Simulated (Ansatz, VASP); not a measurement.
Two plane-wave programs on Cd2O

```xyz
6
Lattice="3.2705 0.0000 0.0000 0.0000 3.2705 0.0000 0.0000 0.0000 9.9251" Properties=species:S:1:pos:R:3 pbc="T T T"
Cd    0.0000    1.6352    1.4795
Cd    0.0000    1.6352    6.4421
Cd    1.6352    0.0000    3.4830
Cd    1.6352    0.0000    8.4456
O     0.0000    0.0000    0.0000
O     1.6352    1.6352    4.9626
```

Alike in both runs: functional r2SCAN; k mesh 12 × 12 × 4; occupations gaussian, width 0.1 eV; no spin polarisation.

Ansatz relaxed the structure, and its values are those at the end. VASP's run is a single point on that final structure, the one shown.

|  | VASP | Ansatz |
| --- | --- | --- |
| version | VASP 6.6.1 | Ansatz 0.2.0 |
| potentials or method | VASP PAW PBE potentials, release 64 (Cd, O), cutoff 520 eV | scalar-relativistic, plane waves, PAW |
| valence electrons in the cell | 60 | 92 |

Ansatz gave:

```
gap on the k mesh at the Fermi level (eV) : none
pressure (GPa)                            : 0.0
rms of the force components (eV/Å)        : 0.002
```

**Question.** Estimate VASP's values.

**Answer.** gap on the k mesh at the Fermi level (eV): none; pressure (GPa): 1.1; rms of the force components (eV/Å): 0.055.

VASP's potentials were made for PBE, not for r2SCAN. A gap of «none» marks a metal or a gap that the smearing closes. The functional is the same, so the differences come from potentials, cutoffs and numerics. VASP's potentials hold 60 valence electrons a cell and Ansatz's 92, so a difference there can come from the potentials and not from the codes.
